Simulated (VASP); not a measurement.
A run of VASP 6.6.1 is set up as follows.

Contents of POSCAR:

```
Ca2AsI
1.0
    2.1323263826      1.2310992110      7.1474057826
   -2.1323263826      1.2310992110      7.1474057826
    0.0000000000     -2.4621984220      7.1474057826
Ca As I
2 1 1
Direct
    0.2332335302      0.2332335302      0.2332335302
    0.7667664698      0.7667664698      0.7667664698
    0.5000000000      0.5000000000      0.5000000000
    0.0000000000      0.0000000000      0.0000000000
```

The input INCAR.step1:

```
PREC = Accurate
ENCUT = 550
ISMEAR = 0
SIGMA = 0.01
LREAL = False
LASPH = True
NELM = 120
NBANDS = 24
GGA = PE
ALGO = Normal
EDIFF = 1E-5
LWAVE = True
LCHARG = False
GGA_COMPAT = False
```

Contents of INCAR.step2:

```
PREC = Accurate
ENCUT = 550
EDIFF = 1E-6
ISMEAR = 0
SIGMA = 0.01
LREAL = False
LASPH = True
NELM = 120
ALGO = Normal
ISIF = 2
LWAVE = False
LCHARG = False
METAGGA = R2SCAN
LMIXTAU = True
NBANDS = 24
ISTART = 1
GGA_COMPAT = False
```

Contents of KPOINTS:

```
regular mesh
0
Gamma
  6 6 6
```

Potentials or basis: VASP PAW PBE potentials, release 64 (Ca_sv, As, I).

Run with:

```console
$ cat potpaw_PBE.64/Ca_sv/POTCAR potpaw_PBE.64/As/POTCAR potpaw_PBE.64/I/POTCAR > POTCAR
$ cp INCAR.step1 INCAR
$ mpirun -np 1 vasp_std > vasp.out
$ cp INCAR.step2 INCAR
$ mpirun -np 1 vasp_std > vasp.out
```

Question: Predict the pressure.

Answer: 4.2 GPa.

Question: What does it give for the largest force?

Answer: 0.034 eV/Å.

Forces in eV/Å, atoms in the order of the input:
```
Ca   0.000  0.000  0.034
Ca   0.000  0.000 -0.034
As   0.000  0.000  0.000
I    0.000  0.000  0.000
```

Caveat: the cell stands under pressure; the PAW data sets were made with another functional, which shifts forces and pressure a little.
